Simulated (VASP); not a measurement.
# MgAl2C2 (P-3m1) in VASP: vibrations by perturbation theory with LDA

Aim: the vibrations by perturbation theory of MgAl2C2 with LDA.

Program: VASP 6.6.1. These are calculated values, not measurements. Logs are shortened: lines on timing, memory, paths and dates and some standing lists are left out, and cuts for length are marked.

### 1 The cell of the first run

The structure is trigonal, space group P-3m1 (No. 164). The conventional cell has a = 3.347 Å, b = 3.347 Å, c = 5.705 Å, α = 90.00°, β = 90.00°, γ = 120.00°. Within 3.4 Å of Mg (site symmetry -3m) lie 6 C at 2.47 Å and 6 Al at 2.78 Å and 6 Mg at 3.35 Å. Al (site symmetry 3m) has 4 C at 1.99 to 2.18 Å and 3 Al at 2.59 Å within 2.6 Å. C (site symmetry 3m) has 4 Al at 1.99 to 2.18 Å and 3 Mg at 2.47 Å within 2.6 Å.

### 2 Vibrations by perturbation theory, LDA

The input, INCAR:

```
ALGO = Normal
EDIFF = 1E-8
ENCUT = 520
IBRION = 8
ISIF = 2
ISMEAR = 0
LASPH = T
LCHARG = T
LEPSILON = T
LREAL = F
LWAVE = F
NELM = 100
NSW = 1
PREC = Accurate
SIGMA = 0.01
```

The input, KPOINTS:

```
k-points
0
Gamma
  12 12 6
```

The input, POSCAR:

```
MgAl2C2
1.0
    3.3470274287      0.0000000000      0.0000000000
   -1.6735137144      2.8986107804      0.0000000000
    0.0000000000      0.0000000000      5.7051213920
Mg Al C
1 2 2
Direct
    0.0000000000      0.0000000000      0.0000000000
    0.3333333333      0.6666666667      0.3495036925
    0.6666666667      0.3333333333      0.6504963075
    0.3333333333      0.6666666667      0.7310792029
    0.6666666667      0.3333333333      0.2689207971
```

Potentials or basis: VASP PAW LDA potentials, release 64 (Mg, Al, C).

On the command line:

```
$ cat potpaw_LDA.64/Mg/POTCAR potpaw_LDA.64/Al/POTCAR potpaw_LDA.64/C/POTCAR > POTCAR
$ mpirun -np 1 vasp_std > vasp.out
```

OUTCAR:

```text
EDIFF = 1E-8
   ENCUT = 520
   IBRION = 8
   ISIF = 2
   ISMEAR = 0
   LASPH = T
   LEPSILON = T
   LREAL = F
   NELM = 100
   NSW = 1
   PREC = Accurate

 ion  position               nearest neighbor table
   1  0.000  0.000  0.000-   4 2.47   5 2.47   5 2.47   4 2.47   5 2.47   4 2.47   2 2.78   3 2.78
                             2 2.78   3 2.78   3 2.78   2 2.78
   2  0.333  0.667  0.350-   5 1.99   5 1.99   5 1.99   4 2.18   3 2.59   3 2.59   3 2.59   1 2.78
                             1 2.78   1 2.78
   3  0.667  0.333  0.650-   4 1.99   4 1.99   4 1.99   5 2.18   2 2.59   2 2.59   2 2.59   1 2.78
                             1 2.78   1 2.78
   4  0.333  0.667  0.731-   3 1.99   3 1.99   3 1.99   2 2.18   1 2.47   1 2.47   1 2.47
   5  0.667  0.333  0.269-   2 1.99   2 1.99   2 1.99   3 2.18   1 2.47   1 2.47   1 2.47

  LATTYP: Found a hexagonal cell.
 ALAT       =     3.3470274287
 C/A-ratio  =     1.7045338031

  Lattice vectors:

 A1 = (   3.3470274287,   0.0000000000,   0.0000000000)
 A2 = (  -1.6735137144,   2.8986107804,   0.0000000000)
 A3 = (   0.0000000000,   0.0000000000,   5.7051213920)

Analysis of symmetry for initial positions (statically):
=====================================================================
 Subroutine PRICEL returns:
 Original cell was already a primitive cell.

 Routine SETGRP: Setting up the symmetry group for a
 hexagonal supercell.

 Subroutine GETGRP returns: Found 12 space group operations
 (whereof 12 operations were pure point group operations)
 out of a pool of 24 trial point group operations.

The static configuration has the point symmetry D_3d.

Analysis of symmetry for dynamics (positions and initial velocities):
=====================================================================
 Subroutine PRICEL returns:
 Original cell was already a primitive cell.

 Routine SETGRP: Setting up the symmetry group for a
 hexagonal supercell.

 Subroutine GETGRP returns: Found 12 space group operations
 (whereof 12 operations were pure point group operations)
 out of a pool of 24 trial point group operations.

The dynamic configuration has the point symmetry D_3d.

 Subroutine INISYM returns: Found 12 space group operations
 (whereof 12 operations are pure point group operations),
 and found     1 'primitive' translations

----------------------------------------------------------------------------------------

                                     Primitive cell

  volume of cell :      55.3495

  direct lattice vectors                    reciprocal lattice vectors
     3.347027429  0.000000000  0.000000000     0.298772574  0.172496426  0.000000000
    -1.673513714  2.898610780  0.000000000     0.000000000  0.344992852  0.000000000
     0.000000000  0.000000000  5.705121392     0.000000000  0.000000000  0.175281108

  length of vectors
     3.347027429  3.347027429  5.705121392     0.344992852  0.344992852  0.175281108

  position of ions in fractional coordinates (direct lattice)
     0.000000000  0.000000000  0.000000000
     0.333333333  0.666666667  0.349503693
     0.666666667  0.333333333  0.650496307
     0.333333333  0.666666667  0.731079203
     0.666666667  0.333333333  0.268920797

  ion indices of the primitive-cell ions
[... 580 lines left out ...]
    -4.69839  0.00000 -0.00000
     0.00000 -4.69839  0.00000
    -0.00000 -0.00000 -5.75275

 MACROSCOPIC STATIC DIELECTRIC TENSOR (including local field effects in DFT)
 ------------------------------------------------------
           7.447291    -0.000000    -0.000000
          -0.000000     7.447291     0.000000
           0.000000     0.000000     8.598729
 ------------------------------------------------------

 PIEZOELECTRIC TENSOR (including local field effects)  for field in x, y, z        (e  Angst)
          XX          YY          ZZ          XY          YZ          ZX
  --------------------------------------------------------------------------------
  x     0.00000     0.00000     0.00000     0.00000     0.00000     0.00000
  y     0.00000     0.00000     0.00000     0.00000     0.00000     0.00000
  z     0.00000     0.00000     0.00000     0.00000     0.00000     0.00000

 PIEZOELECTRIC TENSOR (including local field effects)  for field in x, y, z        (C/m^2)
          XX          YY          ZZ          XY          YZ          ZX
  --------------------------------------------------------------------------------
  x     0.00000     0.00000     0.00000     0.00000     0.00000     0.00000
  y     0.00000     0.00000     0.00000     0.00000     0.00000     0.00000
  z     0.00000     0.00000     0.00000     0.00000     0.00000     0.00000

 BORN EFFECTIVE CHARGES (including local field effects) (in |e|, cummulative output)
 ---------------------------------------------------------------------------------
 ion    1
    1     2.00172    -0.00000     0.00000
    2    -0.00000     2.00172    -0.00000
    3    -0.00000     0.00000     2.73808
 ion    2
    1     2.26023    -0.00000    -0.00000
    2    -0.00000     2.26023     0.00000
    3     0.00000    -0.00000     2.01145
 ion    3
    1     2.26023    -0.00000    -0.00000
    2    -0.00000     2.26023     0.00000
    3    -0.00000     0.00000     2.01145
 ion    4
    1    -3.26109     0.00000     0.00000
    2     0.00000    -3.26109     0.00000
    3     0.00000     0.00000    -3.38049
 ion    5
    1    -3.26109     0.00000    -0.00000
    2     0.00000    -3.26109     0.00000
    3     0.00000     0.00000    -3.38049

 INTERNAL STRAIN TENSOR FOR ION    5 for displacements in x,y,z  (eV/Angst):
          X           Y           Z          XY          YZ          ZX
  --------------------------------------------------------------------------------
  x    -0.00000     0.00000     0.00000    10.00937    -0.00000     8.30195
  y    10.00937   -10.00937    -0.00000     0.00000     8.08756    -0.00000
  z     4.69839     4.69839     5.75275    -0.00000     0.00000    -0.00000

 SECOND DERIVATIVES (NOT SYMMETRIZED)
 ------------------------------------
               1X          1Y          1Z          2X          2Y          2Z          3X          3Y          3Z          4X          4Y          4Z          5X          5Y          5Z
  1X    -3.461884    0.000000    0.000000    1.365304   -0.000000    0.000000    1.365304   -0.000000    0.000000    0.365639   -0.000000    0.000000    0.365639   -0.000000    0.000000
  1Y     0.000000   -3.461884    0.000000   -0.000000    1.365304    0.000000   -0.000000    1.365304    0.000000   -0.000000    0.365639    0.000000   -0.000000    0.365639    0.000000
  1Z    -0.000000    0.000000   -9.899980    0.000000   -0.000000    5.838925    0.000000   -0.000000    5.838925    0.000000   -0.000000   -0.888935    0.000000   -0.000000   -0.888935
  2X     1.365689   -0.000000   -0.000000  -17.149756    0.000000   -0.000000    2.479609   -0.000000   -0.000000    1.439547   -0.000000    0.000000   11.864911   -0.000000    0.000000
  2Y    -0.000000    1.365689    0.000000    0.000000  -17.149756    0.000000   -0.000000    2.479609    0.000000   -0.000000    1.439547   -0.000000   -0.000000   11.864911    0.000000
  2Z    -0.000000    0.000000    5.835490    0.000000    0.000000  -14.331462    0.000000   -0.000000    3.009142   -0.000000    0.000000    0.782159    0.000000   -0.000000    4.704672
  3X     1.365689   -0.000000   -0.000000    2.479609   -0.000000   -0.000000  -17.149756    0.000000   -0.000000   11.864911   -0.000000    0.000000    1.439547   -0.000000    0.000000
  3Y    -0.000000    1.365689    0.000000   -0.000000    2.479609    0.000000    0.000000  -17.149756    0.000000   -0.000000   11.864911    0.000000   -0.000000    1.439547   -0.000000
  3Z    -0.000000    0.000000    5.835490    0.000000   -0.000000    3.009142    0.000000    0.000000  -14.331462    0.000000   -0.000000    4.704672   -0.000000    0.000000    0.782159
  4X     0.366175   -0.000000   -0.000000    1.439928   -0.000000   -0.000000   11.865285   -0.000000   -0.000000  -14.311782    0.000000    0.000000    0.640394   -0.000000    0.000000
  4Y    -0.000000    0.366175    0.000000   -0.000000    1.439928    0.000000   -0.000000   11.865285    0.000000    0.000000  -14.311782    0.000000   -0.000000    0.640394   -0.000000
  4Z     0.000000    0.000000   -0.889865    0.000000    0.000000    0.779582    0.000000    0.000000    4.702713    0.000000   -0.000000   -9.319570    0.000000    0.000000    4.727139
  5X     0.366175   -0.000000   -0.000000   11.865285   -0.000000   -0.000000    1.439928   -0.000000   -0.000000    0.640394   -0.000000    0.000000  -14.311782    0.000000    0.000000
  5Y    -0.000000    0.366175    0.000000   -0.000000   11.865285    0.000000   -0.000000    1.439928    0.000000   -0.000000    0.640394   -0.000000    0.000000  -14.311782    0.000000
  5Z     0.000000    0.000000   -0.889865    0.000000    0.000000    4.702713    0.000000    0.000000    0.779582    0.000000    0.000000    4.727139    0.000000   -0.000000   -9.319570

 Eigenvectors and eigenvalues of the dynamical matrix
 ----------------------------------------------------

   1 f  =   20.006932 THz   125.707261 2PiTHz  667.359418 cm-1    82.741985 meV
             X         Y         Z           dx          dy          dz
      0.000000  0.000000  0.000000     0.009363   -0.006642   -0.000000
     -0.000000  1.932407  1.993961    -0.323134    0.229220    0.000000
      1.673514  0.966204  3.711160    -0.323134    0.229220   -0.000000
     -0.000000  1.932407  4.170896     0.477666   -0.338840   -0.000000
      1.673514  0.966204  1.534226     0.477666   -0.338840    0.000000
[... 105 lines left out ...]
  15 f/i=    0.003889 THz     0.024434 2PiTHz    0.129718 cm-1     0.016083 meV
             X         Y         Z           dx          dy          dz
      0.000000  0.000000  0.000000    -0.000000   -0.000000   -0.487162
     -0.000000  1.932407  1.993961    -0.000000   -0.000000   -0.513572
      1.673514  0.966204  3.711160    -0.000000   -0.000000   -0.513572
     -0.000000  1.932407  4.170896    -0.000000   -0.000000   -0.342900
      1.673514  0.966204  1.534226    -0.000000   -0.000000   -0.342900

--------------------------------------------------------------------------------------------------------

 MACROSCOPIC STATIC DIELECTRIC TENSOR IONIC CONTRIBUTION
 ------------------------------------------------------
           8.256815    -0.000000    -0.000000
          -0.000000     8.256815     0.000000
          -0.000000     0.000000    21.865262
 ------------------------------------------------------

 ELASTIC MODULI CONTR FROM IONIC RELAXATION (kBar)
 Direction    XX          YY          ZZ          XY          YZ          ZX
 --------------------------------------------------------------------------------
 XX        -490.8285    299.4823   -120.8609      0.0000   -281.1222      0.0000
 YY         299.4823   -490.8285   -120.8609      0.0000    281.1222     -0.0000
 ZZ        -120.8609   -120.8609   -155.4816      0.0000      0.0000     -0.0000
 XY           0.0000      0.0000      0.0000   -395.1554     -0.0000   -290.2175
 YZ        -281.1222    281.1222      0.0000     -0.0000   -397.4400      0.0000
 ZX           0.0000     -0.0000     -0.0000   -290.2175      0.0000   -404.1099
 --------------------------------------------------------------------------------

 PIEZOELECTRIC TENSOR IONIC CONTR  for field in x, y, z        (C/m^2)
          XX          YY          ZZ          XY          YZ          ZX
  --------------------------------------------------------------------------------
  x     0.00000    -0.00000    -0.00000    -0.00000     0.00000    -0.00000
  y     0.00000    -0.00000     0.00000    -0.00000     0.00000    -0.00000
  z    -0.00000     0.00000     0.00000     0.00000    -0.00000     0.00000
```

Wall time 71 min (1 thread of Intel Xeon 8259CL, shared host); peak memory 0.86 GiB.

Results:

```
Electronic dielectric tensor (diagonal) : 7.45, 7.45, 8.60
Born charges (mean of the diagonal)     : Mg +2.25; Al +2.18; C -3.30 e
Highest phonon frequency at Γ           : 667 cm⁻¹
```

Phonon frequencies in cm⁻¹ (negative: imaginary):
```tsv
q point	frequencies
(0.000, 0.000, 0.000)	0 0 0 225 225 295 309 309 392 492 583 664 664 667 667
```

Electronic dielectric tensor:
```
7.45 0.00 0.00
0.00 7.45 0.00
0.00 0.00 8.60
```

Born effective charge tensors (e):
atom 1, Mg
```
2.00 0.00 0.00
0.00 2.00 0.00
0.00 0.00 2.74
```
atom 2, Al
```
2.26 0.00 0.00
0.00 2.26 0.00
0.00 0.00 2.01
```
atom 3, Al
```
2.26 0.00 0.00
0.00 2.26 0.00
0.00 0.00 2.01
```
atom 4, C
```
-3.26  0.00  0.00
 0.00 -3.26  0.00
 0.00  0.00 -3.38
```
atom 5, C
```
-3.26  0.00  0.00
 0.00 -3.26  0.00
 0.00  0.00 -3.38
```
